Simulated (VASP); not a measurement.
# ZrS (Immm) in VASP: notebook

The runs below take ZrS through single point, with PBEsol.

Everything below comes from runs of VASP 6.6.1. Logs are shortened: lines on timing, memory, paths and dates and some standing lists are left out, and cuts for length are marked.

### Step 1. The cell of the first run

Symmetry: Immm, No. 71, orthorhombic system. The conventional cell has a = 3.635 Å, b = 3.671 Å, c = 5.166 Å, α = 90.00°, β = 90.00°, γ = 90.00°. Zr (site symmetry mmm) has 6 S at 2.58 Å within 3.4 Å. Within 3.4 Å of S (site symmetry mmm) lie 6 Zr at 2.58 Å.

### Step 2. Single point, PBEsol (strain -0.0100 x Voigt [0, 0, 0, 1, 0, 0])

File INCAR:

```
PREC = Accurate
ENCUT = 520
EDIFF = 1E-7
ISMEAR = 0
SIGMA = 0.15
LREAL = F
LASPH = T
NELM = 100
ALGO = Fast
ISIF = 2
LWAVE = F
LCHARG = T
GGA = PS
LELF = T
LVHAR = T
NBANDS = 16
```

File KPOINTS:

```
regular mesh
0
Gamma
  20 20 20
```

File POSCAR:

```
ZrS
1.0
    0.0000000000      2.5701599732      2.5701599732
    2.5830753500     -0.0129153768      2.5830753500
    2.5830753500      2.5830753500     -0.0129153768
Zr S
1 1
Direct
    0.0000000000      0.0000000000      0.0000000000
    0.5000000000      0.5000000000      0.5000000000
```

Potentials or basis: VASP PAW PBE potentials, release 64 (Zr_sv, S).

On the command line:

```sh
$ cat potpaw_PBE.64/Zr_sv/POTCAR potpaw_PBE.64/S/POTCAR > POTCAR
$ mpirun -np 1 vasp_std > vasp.out
```

OUTCAR:

```text
PREC = Accurate
   ENCUT = 520
   EDIFF = 1E-7
   ISMEAR = 0
   LREAL = F
   LASPH = T
   NELM = 100
   ISIF = 2
   GGA = PS

 ion  position               nearest neighbor table
   1  0.000  0.000  0.000-   2 2.58   2 2.58   2 2.58   2 2.58   2 2.58   2 2.58
   2  0.500  0.500  0.500-   1 2.58   1 2.58   1 2.58   1 2.58   1 2.58   1 2.58

  LATTYP: Found a body centered orthorhombic cell.
 ALAT       =     3.6347550916
 B/A-ratio  =     1.0100502513
 C/A-ratio  =     1.4213201632

  Lattice vectors:

 A1 = (  -2.5830753500,   0.0129153768,  -2.5830753500)
 A2 = (  -2.5830753500,  -0.0129153768,   2.5830753500)
 A3 = (   2.5830753500,   2.5830753500,  -0.0129153768)

Analysis of symmetry for initial positions (statically):
=====================================================================
 Subroutine PRICEL returns:
 Original cell was already a primitive cell.

 Routine SETGRP: Setting up the symmetry group for a
 body centered orthorhombic supercell.

 Subroutine GETGRP returns: Found  8 space group operations
 (whereof  8 operations were pure point group operations)
 out of a pool of  8 trial point group operations.

The static configuration has the point symmetry D_2h.

Analysis of symmetry for dynamics (positions and initial velocities):
=====================================================================
 Subroutine PRICEL returns:
 Original cell was already a primitive cell.

 Routine SETGRP: Setting up the symmetry group for a
 body centered orthorhombic supercell.

 Subroutine GETGRP returns: Found  8 space group operations
 (whereof  8 operations were pure point group operations)
 out of a pool of  8 trial point group operations.

The dynamic configuration has the point symmetry D_2h.

 Subroutine INISYM returns: Found  8 space group operations
 (whereof  8 operations are pure point group operations),
 and found     1 'primitive' translations

----------------------------------------------------------------------------------------

                                     Primitive cell

  volume of cell :      34.4691

  direct lattice vectors                    reciprocal lattice vectors
     0.000000000  2.570159973  2.570159973    -0.193567718  0.194540420  0.194540420
     2.583075350 -0.012915377  2.583075350     0.193567718 -0.192604694  0.192604694
     2.583075350  2.583075350 -0.012915377     0.193567718  0.192604694 -0.192604694

[... 76 lines left out ...]
   ICHARG =      2    charge: 1-file 2-atom 10-const
   ISPIN  =      1    spin polarized calculation?
   LNONCOLLINEAR =      F non collinear calculations
   LSORBIT =      F    spin-orbit coupling
   LASPH  =      T    aspherical Exc in radial PAW
   ENCUT  =  520.0 eV  38.22 Ry    6.18 a.u.   6.76  6.79  6.79*2*pi/ulx,y,z
   NELM   =    100;   NELMIN=  2; NELMDL= -5     # of ELM steps
   EDIFF  = 0.1E-06   stopping-criterion for ELM
   LREAL  =      F    real-space projection
   EDIFFG = 0.1E-05   stopping-criterion for IOM
   NSW    =      0    number of steps for IOM
   IBRION =     -1    ionic relax: 0-MD 1-quasi-New 2-CG
   NFREE  =      0    steps in history (QN), initial steepest desc. (CG)
   ISIF   =      2    stress and relaxation
   ISYM   =      2    0-nonsym 1-usesym 2-fastsym
   POTIM  = 0.5000    time-step for ionic-motion
   TEBEG  =    0.0;   TEEND  =   0.0 temperature during run
   PSTRESS=    0.0 pullay stress
   NELECT =      18.0000    total number of electrons
   NUPDOWN=      -1.0000    fix difference up-down
   EMIN   =  10.00;   EMAX   =-10.00  energy-range for DOS
   EFERMI =   0.00;   METHOD = LEGACY
   ISMEAR =     0;   SIGMA  =   0.15  broadening in eV -4-tet -1-fermi 0-gaus
   EFERMI_NEDOS =   21; number of points for ismear=-14 and -15
   IALGO  =     68    algorithm
   IMIX   =      4    mixing-type and parameters
     AMIX     =   0.40;   BMIX     =  1.00
     AMIX_MAG =   1.60;   BMIX_MAG =  1.00
  volume/ion in A,a.u.               =      17.23       116.30
  Fermi-wavevector in a.u.,A,eV,Ry     =   1.318324  2.491271 23.646634  1.737979
  Thomas-Fermi vector in A             =   2.448302
   LORBIT       =      0    0 simple, 1 ext, 2 COOP (PROOUT), +10 PAW based schemes
   GGA     = PS    functional components
   LHFCALC =     F    Hartree Fock is set to
   AEXX    =    0.0000 exact exchange contribution
   IVDW    =     0    specifies the selected vdW correction
   LEPSILON=     F    determine dielectric tensor
   LRPA    =     F    only Hartree local field effects (RPA)
 non-spin polarized calculation
 RMM-DIIS sequential band-by-band and
 Gauss-broadening in eV      SIGMA  =   0.15
  energy-cutoff  :      520.00
  volume of cell :       34.47
 maximum number of plane-waves:       950
   NGX = 13   NGY = 13   NGZ = 13

 number of electron      17.9999999 magnetization

 Free energy of the ion-electron system (eV)
  ---------------------------------------------------
  ext. energy  EPLUGINS =         0.00000000
  ---------------------------------------------------
  free energy    TOTEN  =       -16.51896416 eV

  energy without entropy =      -16.50551502  energy(sigma->0) =      -16.51223959

 E-fermi :  11.2005     XC(G=0): -11.6944

 val. band max:       11.1918632842   @ k =  -0.0500   0.4500   0.1000
 cond. band min:      11.2009088069   @ k =  -0.3500   0.3500   0.2500
 fundamental gap:      0.0090455227
 Fermi energy:        11.2005171644

 k-point     1 :       0.0000    0.0000    0.0000
  band No.  band energies     occupation
      1     -38.5673      2.00000
      2     -16.5735      2.00000
      3     -16.5666      2.00000
      4     -16.5597      2.00000
      5      -4.8300      2.00000
      6       7.6611      2.00000
[... 433 lines left out ...]
      3     -16.6160      2.00000
      4     -16.6007      2.00000
      5      -3.2355      2.00000
      6       3.2294      2.00000
[... 8 lines left out ...]
     15      18.0455      0.00000
     16      18.2118      0.00000

 [... further k-points ...]
[... 5 lines left out ...]
  --------------------------------------------------------------------------------------
  -------------------------------------------------------------------------------------
  Total        0.0432229      0.0436370      0.0436370      0.0000000      0.0636528      0.0000000
  in kB        2.0090650      2.0283138      2.0283138      0.0000000      2.9586779      0.0000000
  external PRESSURE =       2.0218976 kB  Pullay stress =       0.0000000 kB

 VOLUME and BASIS-vectors are now :
 -----------------------------------------------------------------------------
  energy-cutoff  :      520.00
  volume of cell :       34.47
      direct lattice vectors                 reciprocal lattice vectors
     0.000000000  2.570159973  2.570159973    -0.193567718  0.194540420  0.194540420
     2.583075350 -0.012915377  2.583075350     0.193567718 -0.192604694  0.192604694
     2.583075350  2.583075350 -0.012915377     0.193567718  0.192604694 -0.192604694

 POSITION                                       TOTAL-FORCE (eV/Angst)
 -----------------------------------------------------------------------------------
      0.00000      0.00000      0.00000         0.000000      0.000000     -0.000000
      2.58308      2.57016      2.57016        -0.000000     -0.000000      0.000000
 -----------------------------------------------------------------------------------
    total drift:                                0.000000      0.000000      0.000000

  FREE ENERGIE OF THE ION-ELECTRON SYSTEM (eV)
  ---------------------------------------------------
  free  energy   TOTEN  =       -16.5189641595 eV

  energy  without entropy=      -16.5055150157  energy(sigma->0) =      -16.51223959
```

It took 37 min on 1 thread of Oxide Virtual Turin-like, shared host; peak memory 0.65 GiB.

What came out:

* Free energy: -16.5190 eV
* Pressure: 0.2 GPa
* Band gap on the k mesh: zero (bands 9 and 10 overlap by 3.03 eV)

Stress tensor (GPa, compression positive):
```
0.20 0.00 0.00
0.00 0.20 0.30
0.00 0.30 0.20
```

Caveat: the cell differs from its parent crystal (strain -0.0100 x Voigt [0, 0, 0, 1, 0, 0]); the PAW data sets were made with another functional, which shifts forces and pressure a little.

### Step 3. Single point, PBEsol (strain +0.0050 x Voigt [0, 0, 0, 1, 0, 0])

File INCAR:

```
SYSTEM = ZrS
PREC     = Accurate       ! precision mode
ENCUT    = 520            ! plane-wave cutoff, eV
EDIFF    = 1E-6           ! SCF threshold, eV
ISMEAR   = 0              ! smearing method
SIGMA    = 0.15           ! smearing width, eV
LREAL    = .FALSE.        ! projectors in reciprocal space
LASPH    = .TRUE.         ! aspherical terms in the spheres
NELM     = 60             ! most SCF steps
ALGO     = Fast           ! electronic algorithm
ISIF     = 2              ! what is computed and relaxed
LWAVE    = .FALSE.        ! write WAVECAR
LCHARG   = .FALSE.        ! write CHGCAR
GGA      = PS             ! functional
NBANDS   = 16             ! bands
```

File KPOINTS:

```
regular mesh
0
G
  20 20 20
  0 0 0
```

File POSCAR:

```
ZrS
1.0
    0.0000000000      2.5895330384      2.5895330384
    2.5830753500      0.0064576884      2.5830753500
    2.5830753500      2.5830753500      0.0064576884
Zr S
1 1
Direct
    0.0000000000      0.0000000000      0.0000000000
    0.5000000000      0.5000000000      0.5000000000
```

Potentials or basis: VASP PAW PBE potentials, release 64 (Zr_sv, S).

On the command line:

```sh
$ cat potpaw_PBE.64/Zr_sv/POTCAR potpaw_PBE.64/S/POTCAR > POTCAR
$ mpirun -np 1 vasp_std > vasp.out
```

Run time: 34 min. Hardware: 1 thread of Oxide Virtual Turin-like, shared host; peak memory 0.65 GiB.

It converged, with:

| Property | Result |
| --- | --- |
| Free energy | -16.5192 eV |
| Pressure | 0.2 GPa |
| Band gap on the k mesh | zero (bands 9 and 10 overlap by 3.04 eV) |

Stress tensor (GPa, compression positive):
```
 0.20  0.00  0.00
 0.00  0.20 -0.15
 0.00 -0.15  0.20
```

Levels at points of the mesh, in eV from the Fermi level:
| k point | band 7 | band 8 | band 9 | band 10 | band 11 | band 12 |
| --- | --- | --- | --- | --- | --- | --- |
| (0.00, 0.00, 0.00) | -3.51 | -3.50 | -1.49 | -1.46 | -1.43 | -0.73 |
| (0.50, 0.00, 0.00) | -6.14 | -6.12 | 1.56 | 1.60 | 1.94 | 1.95 |
| (0.00, 0.50, 0.00) | -6.17 | -6.14 | 1.58 | 1.61 | 1.92 | 1.97 |
| (0.50, 0.50, 0.00) | -4.47 | -4.47 | -3.68 | 0.54 | 2.56 | 2.56 |
| (0.00, 0.50, 0.50) | -4.49 | -4.45 | -3.68 | 0.54 | 2.56 | 2.56 |

Caveat: the cell differs from its parent crystal (strain +0.0050 x Voigt [0, 0, 0, 1, 0, 0]); the PAW data sets were made with another functional, which shifts forces and pressure a little.

### Step 4. Single point, PBEsol (strain +0.0125 x Voigt [0, 0, 0, 1, 0, 0])

File INCAR:

```
ALGO = Fast ; EDIFF = 1E-7
ENCUT = 520 ; GGA = PS
ISIF = 2 ; ISMEAR = 0
LASPH = True ; LCHARG = True
LELF = True ; LREAL = False
LVHAR = True ; LWAVE = False
NBANDS = 16 ; NELM = 60
PREC = Accurate ; SIGMA = 0.15
```

File KPOINTS:

```
k-points
0
Gamma
  20 20 20
```

File POSCAR:

```
ZrS
1.0
    0.0000000000      2.5992195709      2.5992195709
    2.5830753500      0.0161442209      2.5830753500
    2.5830753500      2.5830753500      0.0161442209
Zr S
1 1
Direct
    0.0000000000      0.0000000000      0.0000000000
    0.5000000000      0.5000000000      0.5000000000
```

On the command line:

```sh
$ cat potpaw_PBE.64/Zr_sv/POTCAR potpaw_PBE.64/S/POTCAR > POTCAR
$ mpirun -np 1 vasp_std > vasp.out
```

It took 33 min on 1 thread of Oxide Virtual Turin-like, shared host; peak memory 0.65 GiB.

The run converged. Its results:

```
Free energy            : -16.5188 eV
Pressure               : 0.2 GPa
Band gap on the k mesh : zero (bands 9 and 10 overlap by 3.03 eV)
```

Stress tensor (GPa, compression positive):
```
 0.20  0.00  0.00
 0.00  0.21 -0.37
 0.00 -0.37  0.21
```

Levels at points of the mesh, in eV from the Fermi level:
| k point | band 6 | band 7 | band 8 | band 9 | band 10 | band 11 | band 12 | band 13 |
| --- | --- | --- | --- | --- | --- | --- | --- | --- |
| (0.00, 0.00, 0.00) | -3.55 | -3.51 | -3.47 | -1.53 | -1.46 | -1.39 | -0.73 | -0.73 |
| (0.50, 0.00, 0.00) | -8.26 | -6.15 | -6.08 | 1.51 | 1.62 | 1.94 | 1.95 | 5.90 |
| (0.00, 0.50, 0.00) | -8.26 | -6.21 | -6.14 | 1.57 | 1.64 | 1.91 | 2.00 | 5.87 |
| (0.50, 0.50, 0.00) | -6.32 | -4.47 | -4.47 | -3.68 | 0.54 | 2.54 | 2.56 | 3.04 |
| (0.00, 0.50, 0.50) | -6.32 | -4.52 | -4.42 | -3.68 | 0.54 | 2.56 | 2.56 | 3.02 |

Caveat: the cell differs from its parent crystal (strain +0.0125 x Voigt [0, 0, 0, 1, 0, 0]); the PAW data sets were made with another functional, which shifts forces and pressure a little.

### Step 5. Summary

```tsv
cell	further INCAR settings	gap on the mesh (eV)	pressure (GPa)
a = 3.635, b = 3.653, c = 3.653 Å, angles 60.3, 60.2, 60.2°, 2 atoms	ALGO = Fast; EDIFF = 1e-07; NBANDS = 16	none	0.2
a = 3.662, b = 3.653, c = 3.653 Å, angles 59.8, 59.9, 59.9°, 2 atoms	ALGO = Fast; EDIFF = 1e-06; NBANDS = 16	none	0.2
a = 3.676, b = 3.653, c = 3.653 Å, angles 59.6, 59.8, 59.8°, 2 atoms	ALGO = Fast; EDIFF = 1e-07; NBANDS = 16	none	0.2
```

Alike in all rows: task single point; level PBEsol; potentials or basis VASP PAW PBE potentials, release 64 (Zr_sv, S); no spin polarisation; k mesh 20 × 20 × 20; cutoff (eV) 520; smearing gaussian 0.15 eV.

Caveats: the PAW data sets were made with another functional, which shifts forces and pressure a little.

Total energies depend on the potentials used, so only differences within one code and one set of settings carry meaning.
